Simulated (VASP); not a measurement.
Crystal: Zr3SiF2.

```
Zr Si F
1.0
     4.53473    0.00000    0.00000
    -2.26737    3.92719    0.00000
     0.00000    0.00000    5.84495
Zr Si F
3 1 2
Direct
  0.33333 0.66667 0.50000
  0.66667 0.33333 0.50000
  0.00000 0.00000 0.50000
  0.00000 0.00000 0.00000
  0.33333 0.66667 0.00000
  0.66667 0.33333 0.00000
```

- Program: VASP 6.6.1
- Task: relaxation of cell and atoms
- Functional: PBE
- Potentials or basis: VASP PAW PBE potentials, release 64 (Zr_sv, Si, F)
- Cutoff: 600 eV
- k mesh: 6 × 6 × 4
- Occupations: gaussian, width 0.1 eV
- Spin: no spin polarisation

At the start: pressure 9.8 GPa; volume 17.35 Å³/atom.

Question: How do energy, volume and symmetry change on relaxing?

Answer: Over 11 steps the energy falls by 752.2 meV/atom and the volume is 19.42 Å³/atom (+12.0 %); space group P6/mmm (No. 191, to 0.05 Å).

The path:
```csv
step,energy change (eV),largest force (eV/Å),pressure (GPa),volume (Å³)
1,0.0000,0.0000,9.77,104.09
2,-3.3915,0.0000,-4.79,118.87
3,-4.1719,0.0000,-6.67,125.85
4,-4.2548,0.0000,-6.55,127.69
5,-4.0038,0.0000,7.77,113.13
6,-4.4651,0.0000,-1.87,121.54
7,-4.4658,0.0000,-1.59,121.24
8,-4.5081,0.0000,-0.67,118.15
9,-4.5133,0.0000,-0.15,116.69
10,-4.5133,0.0000,0.17,116.37
11,-4.5134,0.0000,0.00,116.53
```

Final structure:
```yaml
crystal:
  lattice:
    - [5.37173, 0.00000, 0.00000]
    - [-2.68586, 4.65205, 0.00000]
    - [0.00000, 0.00000, 4.66322]
  atoms:
    - { symbol: Zr, position: [0.33333, 0.66667, 0.50000] }
    - { symbol: Zr, position: [0.66667, 0.33333, 0.50000] }
    - { symbol: Zr, position: [0.00000, 0.00000, 0.50000] }
    - { symbol: Si, position: [0.00000, 0.00000, 0.00000] }
    - { symbol: F, position: [0.33333, 0.66667, 0.00000] }
    - { symbol: F, position: [0.66667, 0.33333, 0.00000] }
```
